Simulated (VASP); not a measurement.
# CdS: single point with PBEsol

The system is CdS.

```xyz
4
Lattice="4.1663 0.0000 0.0000 -2.0831 3.6081 0.0000 0.0000 0.0000 6.6545" Properties=species:S:1:pos:R:3 pbc="T T T"
Cd    0.0000    2.4054   -0.0127
Cd    2.0831    1.2027    3.3145
S     0.0000    2.4054    2.5215
S     2.0831    1.2027    5.8488
```

This cell differs from its parent crystal: strained cell.

```
Program             : VASP 6.6.1
Task                : single point
Functional          : PBEsol
Potentials or basis : VASP PAW PBE potentials, release 64 (Cd, S)
Cutoff              : 520 eV
k mesh              : 6 × 6 × 4
Occupations         : gaussian, width 0.02 eV
Spin                : no spin polarisation
```

| Quantity | Value |
| --- | --- |
| Pressure | -0.4 GPa |
| Band gap on the k mesh | 1.09 eV |

Stress tensor (GPa, compression positive):
```
-0.64  0.00  0.00
 0.00 -0.64  0.00
 0.00  0.00  0.24
```

Levels at points of the mesh, in eV from the valence-band top:
```
           k point  band 16  band 17  band 18  band 19  band 20  band 21
(0.00, 0.00, 0.00)    -0.01    -0.01     0.00     1.09     2.55     6.31
(0.50, 0.00, 0.00)    -1.93    -1.27    -0.78     3.64     3.68     5.07
(0.00, 0.00, 0.50)    -0.41    -0.41    -0.41     2.71     2.71     6.11
(0.50, 0.00, 0.50)    -1.39    -1.26    -1.26     3.40     3.40     5.27
```

Wall time 20 s on 1 thread of Intel(R) Xeon(R) 6975P-C (Granite Rapids) (shared host), peak memory 0.23 GiB.

Caveat: the cell differs from its parent crystal (strained cell); the PAW data sets were made with another functional, which shifts forces and pressure a little.
